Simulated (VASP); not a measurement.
# PtSe2 (P-3m1) in VASP: a series of runs

Runs on PtSe2. Level: PBEsol. Tasks: vibrations by perturbation theory.

Everything below comes from runs of VASP 6.6.1. Logs are shortened: lines on timing, memory, paths and dates and some standing lists are left out, and cuts for length are marked.

**1. The cell of the first run**

The structure is trigonal, space group P-3m1 (No. 164). The conventional cell has a = 3.676 Å, b = 3.676 Å, c = 4.364 Å, α = 90.00°, β = 90.00°, γ = 120.00°. Within 3.2 Å of Pt (site symmetry -3m) lie 6 Se at 2.46 Å. Within 3.3 Å of Se (site symmetry 3m) lie 3 Pt at 2.46 Å and 6 Se at 2.83 to 3.27 Å.

**2. Vibrations by perturbation theory, PBEsol**

Contents of INCAR:

```
  PREC = Accurate
  ENCUT = 520
  EDIFF = 1E-8
  ISMEAR = -1
  SIGMA = 0.15
  LREAL = F
  LASPH = T
  NELM = 60
  ALGO = Normal
  ISIF = 2
  LWAVE = F
  LCHARG = F
  GGA = PS
  IBRION = 8
  NSW = 1
```

Contents of KPOINTS:

```
regular mesh
0
Gamma
  12 12 8
```

Contents of POSCAR:

```
PtSe2
1.0
    3.6764748093      0.0000000000      0.0000000000
   -1.8382374046      3.1839205812      0.0000000000
    0.0000000000      0.0000000000      4.3643913330
Pt Se
1 2
Direct
    0.0000000000      0.0000000000      0.0000000000
    0.3333333333      0.6666666667      0.2855769700
    0.6666666667      0.3333333333      0.7144230300
```

Potentials or basis: VASP PAW PBE potentials, release 64 (Pt, Se).

Started as:

```sh
cat potpaw_PBE.64/Pt/POTCAR potpaw_PBE.64/Se/POTCAR > POTCAR
mpirun -np 1 vasp_std > vasp.out
```

OUTCAR:

```text
PREC = Accurate
   ENCUT = 520
   EDIFF = 1E-8
   ISMEAR = -1
   LREAL = F
   LASPH = T
   NELM = 60
   ISIF = 2
   GGA = PS
   IBRION = 8
   NSW = 1

 ion  position               nearest neighbor table
   1  0.000  0.000  0.000-   2 2.46   3 2.46   2 2.46   3 2.46   3 2.46   2 2.46
   2  0.333  0.667  0.286-   1 2.46   1 2.46   1 2.46
   3  0.667  0.333  0.714-   1 2.46   1 2.46   1 2.46

  LATTYP: Found a hexagonal cell.
 ALAT       =     3.6764748093
 C/A-ratio  =     1.1871130796

  Lattice vectors:

 A1 = (   3.6764748093,   0.0000000000,   0.0000000000)
 A2 = (  -1.8382374046,   3.1839205812,   0.0000000000)
 A3 = (   0.0000000000,   0.0000000000,   4.3643913330)

Analysis of symmetry for initial positions (statically):
=====================================================================
 Subroutine PRICEL returns:
 Original cell was already a primitive cell.

 Routine SETGRP: Setting up the symmetry group for a
 hexagonal supercell.

 Subroutine GETGRP returns: Found 12 space group operations
 (whereof 12 operations were pure point group operations)
 out of a pool of 24 trial point group operations.

The static configuration has the point symmetry D_3d.

Analysis of symmetry for dynamics (positions and initial velocities):
=====================================================================
 Subroutine PRICEL returns:
 Original cell was already a primitive cell.

 Routine SETGRP: Setting up the symmetry group for a
 hexagonal supercell.

 Subroutine GETGRP returns: Found 12 space group operations
 (whereof 12 operations were pure point group operations)
 out of a pool of 24 trial point group operations.

The dynamic configuration has the point symmetry D_3d.

 Subroutine INISYM returns: Found 12 space group operations
 (whereof 12 operations are pure point group operations),
 and found     1 'primitive' translations

[... 604 lines left out ...]

 POSITION                                       TOTAL-FORCE (eV/Angst)
 -----------------------------------------------------------------------------------
      0.00000      0.00000      0.00000        -0.000000      0.000000     -0.000000
     -0.00000      2.12261      1.24637        -0.000000      0.000000      0.020898
      1.83824      1.06131      3.11802         0.000000      0.000000     -0.020898
 -----------------------------------------------------------------------------------
    total drift:                               -0.000000      0.000000      0.000000

  FREE ENERGIE OF THE ION-ELECTRON SYSTEM (eV)
  ---------------------------------------------------
  free  energy   TOTEN  =       -15.5957160758 eV

  energy  without entropy=      -15.5422800450  energy(sigma->0) =      -15.56899806

[... ionic steps 2 to 3 ...]

--------------------------------------- Ionic step        4  -------------------------------------------

------------------------ aborting loop because EDIFF is reached ----------------------------------------
[... 11 lines left out ...]
[... ionic steps 8 to 8 ...]

--------------------------------------- Ionic step        9  -------------------------------------------

 Free energy of the ion-electron system (eV)
  ---------------------------------------------------
  ---------------------------------------------------
  free energy    TOTEN  =        -0.08633855 eV

  energy without entropy =       -0.08633138

------------------------ aborting loop because EDIFF is reached ----------------------------------------

 INTERNAL STRAIN TENSOR  FOR ION    2  DIRECTION 3   (eV/Angst):
 -----------------------------------------------------------------------------
   -11.34538 -0.00000 -0.00000
    -0.00000-11.34538  0.00000
    -0.00000 -0.00000 -8.05458

 INTERNAL STRAIN TENSOR FOR ION    3 for displacements in x,y,z  (eV/Angst):
          X           Y           Z          XY          YZ          ZX
  --------------------------------------------------------------------------------
  x    -0.00000     0.00000    -0.00000    -5.06503     0.00000     6.75611
  y    -5.06503     5.06503    -0.00000     0.00000     7.46764     0.00000
  z    11.34538    11.34538     8.05458     0.00000    -0.00000    -0.00000

 SECOND DERIVATIVES (NOT SYMMETRIZED)
 ------------------------------------
               1X          1Y          1Z          2X          2Y          2Z          3X          3Y          3Z
  1X   -19.312568   -0.000000    0.000000    9.656284    0.000000    0.000000    9.656284    0.000000    0.000000
  1Y    -0.000000  -19.312568    0.000000    0.000000    9.656284    0.000000    0.000000    9.656284    0.000000
  1Z     0.000000    0.000000  -17.530116   -0.000000    0.000000    8.765058   -0.000000    0.000000    8.765058
  2X     9.657385    0.000000    0.000000   -9.305960   -0.000000   -0.000000   -0.351425   -0.000000   -0.000000
  2Y     0.000000    9.657385    0.000000   -0.000000   -9.305960   -0.000000   -0.000000   -0.351425   -0.000000
  2Z    -0.000000    0.000000    8.765588   -0.000000    0.000000  -13.066612    0.000000    0.000000    4.301024
  3X     9.657385    0.000000    0.000000   -0.351425   -0.000000   -0.000000   -9.305960   -0.000000   -0.000000
  3Y     0.000000    9.657385    0.000000   -0.000000   -0.351425   -0.000000   -0.000000   -9.305960   -0.000000
  3Z    -0.000000    0.000000    8.765588    0.000000    0.000000    4.301024   -0.000000    0.000000  -13.066612

 Eigenvectors and eigenvalues of the dynamical matrix
 ----------------------------------------------------

   1 f  =    7.354393 THz    46.209014 2PiTHz  245.316144 cm-1    30.415312 meV
             X         Y         Z           dx          dy          dz
      0.000000  0.000000  0.000000    -0.575330   -0.341076    0.000000
     -0.000000  2.122614  1.246370     0.452183    0.268070   -0.000000
      1.838237  1.061307  3.118022     0.452183    0.268070    0.000000
[... 43 lines left out ...]
   9 f/i=    0.000208 THz     0.001310 2PiTHz    0.006955 cm-1     0.000862 meV
             X         Y         Z           dx          dy          dz
      0.000000  0.000000  0.000000    -0.734862   -0.112429    0.000000
     -0.000000  2.122614  1.246370    -0.467496   -0.071524    0.000000
      1.838237  1.061307  3.118022    -0.467496   -0.071524    0.000000

--------------------------------------------------------------------------------------------------------

 ELASTIC MODULI CONTR FROM IONIC RELAXATION (kBar)
 Direction    XX          YY          ZZ          XY          YZ          ZX
 --------------------------------------------------------------------------------
 XX        -644.5561   -285.1598   -330.0230     -0.0000    264.9387      0.0000
 YY        -285.1598   -644.5561   -330.0230     -0.0000   -264.9387     -0.0000
 ZZ        -330.0230   -330.0230   -234.2977     -0.0000     -0.0000     -0.0000
 XY          -0.0000     -0.0000     -0.0000   -179.6981     -0.0000    239.6949
 YZ         264.9387   -264.9387     -0.0000     -0.0000   -390.6135     -0.0000
 ZX           0.0000     -0.0000     -0.0000    239.6949     -0.0000   -319.7230
 --------------------------------------------------------------------------------
```

Wall time 8.4 min (1 thread of Intel Xeon 6975P-C (Granite Rapids), shared host); peak memory 1.1 GiB.

What came out:

```yaml
Highest_phonon_frequency_at_Γ_LO-TO_splitting_left_out: 245 cm⁻¹
```

Phonon frequencies in cm⁻¹ (negative: imaginary):
| q point | frequencies |
| --- | --- |
| (0.000, 0.000, 0.000) | 0 0 0 176 176 234 245 245 245 |

Caveat: the cell stands under pressure or tension, which shifts response properties; the PAW data sets were made with another functional, which shifts forces and pressure a little; spin-orbit coupling is left out, which moves the levels of the heavy elements.

**3. Vibrations by perturbation theory, PBEsol**

This run uses another cell than the first one, of 15.85 Å³/atom.

Contents of INCAR:

```
PREC     = Accurate       # precision mode
ENCUT    = 520            # plane-wave cutoff, eV
EDIFF    = 1E-8           # SCF threshold, eV
ISMEAR   = -1             # smearing method
SIGMA    = 0.15           # smearing width, eV
LREAL    = False          # projectors in reciprocal space
LASPH    = True           # aspherical terms in the spheres
NELM     = 100            # most SCF steps
ALGO     = Normal         # electronic algorithm
ISIF     = 2              # what is computed and relaxed
LWAVE    = False          # write WAVECAR
LCHARG   = False          # write CHGCAR
GGA      = PS             # functional
NBANDS   = 18             # bands
IBRION   = 8              # ionic algorithm
NSW      = 1              # ionic steps
```

KPOINTS is that of step 2.

Contents of POSCAR:

```
PtSe2
1.0
    3.6239728853      0.0000000000      0.0000000000
   -1.8119864426      3.1384525813      0.0000000000
    0.0000000000      0.0000000000      4.1811264961
Pt Se
1 2
Direct
    0.0000000000      0.0000000000      0.0000000000
    0.3333333333      0.6666666667      0.2933516173
    0.6666666667      0.3333333333      0.7066483827
```

Potentials or basis: VASP PAW PBE potentials, release 64 (Pt, Se).

Started as:

```sh
cat potpaw_PBE.64/Pt/POTCAR potpaw_PBE.64/Se/POTCAR > POTCAR
mpirun -np 1 vasp_std > vasp.out
```

OUTCAR:

```text
PREC = Accurate
   ENCUT = 520
   EDIFF = 1E-8
   ISMEAR = -1
   LREAL = False
   LASPH = True
   NELM = 100
   ISIF = 2
   GGA = PS
   IBRION = 8
   NSW = 1

 ion  position               nearest neighbor table
   1  0.000  0.000  0.000-   2 2.43   3 2.43   2 2.43   3 2.43   3 2.43   2 2.43
   2  0.333  0.667  0.293-   1 2.43   1 2.43   1 2.43   3 2.71   3 2.71   3 2.71
   3  0.667  0.333  0.707-   1 2.43   1 2.43   1 2.43   2 2.71   2 2.71   2 2.71

  LATTYP: Found a hexagonal cell.
 ALAT       =     3.6239728853
 C/A-ratio  =     1.1537411091

  Lattice vectors:

 A1 = (   3.6239728853,   0.0000000000,   0.0000000000)
 A2 = (  -1.8119864426,   3.1384525813,   0.0000000000)
 A3 = (   0.0000000000,   0.0000000000,   4.1811264961)

Analysis of symmetry for initial positions (statically):
=====================================================================
 Subroutine PRICEL returns:
 Original cell was already a primitive cell.

 Routine SETGRP: Setting up the symmetry group for a
 hexagonal supercell.

 Subroutine GETGRP returns: Found 12 space group operations
 (whereof 12 operations were pure point group operations)
 out of a pool of 24 trial point group operations.

The static configuration has the point symmetry D_3d.

Analysis of symmetry for dynamics (positions and initial velocities):
=====================================================================
 Subroutine PRICEL returns:
 Original cell was already a primitive cell.

 Routine SETGRP: Setting up the symmetry group for a
 hexagonal supercell.

 Subroutine GETGRP returns: Found 12 space group operations
 (whereof 12 operations were pure point group operations)
 out of a pool of 24 trial point group operations.

The dynamic configuration has the point symmetry D_3d.

 Subroutine INISYM returns: Found 12 space group operations
 (whereof 12 operations are pure point group operations),
 and found     1 'primitive' translations

----------------------------------------------------------------------------------------

                                     Primitive cell

  volume of cell :      47.5547

  direct lattice vectors                    reciprocal lattice vectors
     3.623972885  0.000000000  0.000000000     0.275940254  0.159314180  0.000000000
    -1.811986443  3.138452581  0.000000000     0.000000000  0.318628360  0.000000000
     0.000000000  0.000000000  4.181126496     0.000000000  0.000000000  0.239169994

  length of vectors
     3.623972885  3.623972885  4.181126496     0.318628360  0.318628360  0.239169994

  position of ions in fractional coordinates (direct lattice)
[... 143 lines left out ...]
      4       2.2828      2.00000
      5       2.2828      2.00000
      6       5.3127      2.00000
[... 481 lines left out ...]
      5       3.3441      2.00000
      6       4.2291      2.00000
[... 10 lines left out ...]
     17      18.3742      0.00000
     18      19.1996      0.00000

 [... further k-points ...]
[... 5 lines left out ...]
  --------------------------------------------------------------------------------------
  -------------------------------------------------------------------------------------
  Total        9.0245702      9.0245702      8.9963771      0.0000000      0.0000000      0.0000000
  in kB      304.0488001    304.0488001    303.0989385      0.0000000      0.0000000      0.0000000
  external PRESSURE =     303.7321796 kB  Pullay stress =       0.0000000 kB

 VOLUME and BASIS-vectors are now :
 -----------------------------------------------------------------------------
  energy-cutoff  :      520.00
  volume of cell :       47.55
      direct lattice vectors                 reciprocal lattice vectors
     3.623972885  0.000000000  0.000000000     0.275940254  0.159314180  0.000000000
    -1.811986443  3.138452581  0.000000000     0.000000000  0.318628360  0.000000000
     0.000000000  0.000000000  4.181126496     0.000000000  0.000000000  0.239169994

 POSITION                                       TOTAL-FORCE (eV/Angst)
 -----------------------------------------------------------------------------------
      0.00000      0.00000      0.00000        -0.000000      0.000000      0.000000
     -0.00000      2.09230      1.22654        -0.000000      0.000000      0.023431
      1.81199      1.04615      2.95459         0.000000     -0.000000     -0.023431
 -----------------------------------------------------------------------------------
    total drift:                               -0.000000     -0.000000      0.000000

  FREE ENERGIE OF THE ION-ELECTRON SYSTEM (eV)
  ---------------------------------------------------
  free  energy   TOTEN  =       -15.0938064698 eV

  energy  without entropy=      -15.0496862707  energy(sigma->0) =      -15.07174637

[... ionic steps 2 to 3 ...]

--------------------------------------- Ionic step        4  -------------------------------------------

------------------------ aborting loop because EDIFF is reached ----------------------------------------
[... 11 lines left out ...]
[... ionic steps 8 to 8 ...]

--------------------------------------- Ionic step        9  -------------------------------------------

 Free energy of the ion-electron system (eV)
  ---------------------------------------------------
  ---------------------------------------------------
  free energy    TOTEN  =        -0.08529588 eV

  energy without entropy =       -0.08530190

------------------------ aborting loop because EDIFF is reached ----------------------------------------

 INTERNAL STRAIN TENSOR  FOR ION    2  DIRECTION 3   (eV/Angst):
 -----------------------------------------------------------------------------
   -12.16804 -0.00000 -0.00000
    -0.00000-12.16804  0.00000
    -0.00000  0.00000 -6.41122

 INTERNAL STRAIN TENSOR FOR ION    3 for displacements in x,y,z  (eV/Angst):
          X           Y           Z          XY          YZ          ZX
  --------------------------------------------------------------------------------
  x    -0.00000     0.00000    -0.00000    -6.18581     0.00000     6.86795
  y    -6.18581     6.18581     0.00000     0.00000     7.59780     0.00000
  z    12.16804    12.16804     6.41122     0.00000     0.00000    -0.00000

 SECOND DERIVATIVES (NOT SYMMETRIZED)
 ------------------------------------
               1X          1Y          1Z          2X          2Y          2Z          3X          3Y          3Z
  1X   -22.855228   -0.000000    0.000000   11.427614    0.000000    0.000000   11.427614    0.000000    0.000000
  1Y    -0.000000  -22.855228    0.000000    0.000000   11.427614    0.000000    0.000000   11.427614    0.000000
  1Z     0.000000    0.000000  -19.929553   -0.000000   -0.000000    9.964776    0.000000   -0.000000    9.964776
  2X    11.430342    0.000000    0.000000  -11.376831   -0.000000    0.000000   -0.053511   -0.000000   -0.000000
  2Y     0.000000   11.430342    0.000000   -0.000000  -11.376831    0.000000   -0.000000   -0.053511    0.000000
  2Z     0.000000    0.000000    9.963299    0.000000   -0.000000  -16.007995   -0.000000    0.000000    6.044697
  3X    11.430342    0.000000    0.000000   -0.053511   -0.000000   -0.000000  -11.376831   -0.000000    0.000000
  3Y     0.000000   11.430342    0.000000   -0.000000   -0.053511    0.000000   -0.000000  -11.376831    0.000000
  3Z     0.000000    0.000000    9.963299   -0.000000    0.000000    6.044697    0.000000   -0.000000  -16.007995

 Eigenvectors and eigenvalues of the dynamical matrix
 ----------------------------------------------------

   1 f  =    8.261862 THz    51.910813 2PiTHz  275.586066 cm-1    34.168302 meV
             X         Y         Z           dx          dy          dz
      0.000000  0.000000  0.000000     0.000000   -0.000000   -0.000000
     -0.000000  2.092302  1.226540    -0.000000    0.000000   -0.707107
      1.811986  1.046151  2.954586    -0.000000    0.000000    0.707107
[... 43 lines left out ...]
   9 f/i=    0.000475 THz     0.002984 2PiTHz    0.015839 cm-1     0.001964 meV
             X         Y         Z           dx          dy          dz
      0.000000  0.000000  0.000000     0.732605    0.126427    0.000000
     -0.000000  2.092302  1.226540     0.466031    0.080424    0.000000
      1.811986  1.046151  2.954586     0.466031    0.080424    0.000000

--------------------------------------------------------------------------------------------------------

 ELASTIC MODULI CONTR FROM IONIC RELAXATION (kBar)
 Direction    XX          YY          ZZ          XY          YZ          ZX
 --------------------------------------------------------------------------------
 XX        -680.1057   -224.7030   -238.3671     -0.0000    279.6772      0.0000
 YY        -224.7030   -680.1057   -238.3671     -0.0000   -279.6772     -0.0000
 ZZ        -238.3671   -238.3671   -125.5931     -0.0000     -0.0000     -0.0000
 XY          -0.0000     -0.0000     -0.0000   -227.7013     -0.0000    252.8111
 YZ         279.6772   -279.6772     -0.0000     -0.0000   -343.5172     -0.0000
 ZX           0.0000     -0.0000     -0.0000    252.8111     -0.0000   -280.6899
 --------------------------------------------------------------------------------
```

Wall time 22 min (1 thread of Intel Xeon 8259CL, shared host); peak memory 1.2 GiB.

What came out:

```
Highest phonon frequency at Γ, LO-TO splitting left out : 276 cm⁻¹
```

Phonon frequencies in cm⁻¹ (negative: imaginary):
| q point | frequencies |
| --- | --- |
| (0.000, 0.000, 0.000) | 0 0 0 197 197 249 267 267 276 |

Caveat: the cell stands under pressure or tension, which shifts response properties; the PAW data sets were made with another functional, which shifts forces and pressure a little; spin-orbit coupling is left out, which moves the levels of the heavy elements.

(Part 1 of 2 ends here.)
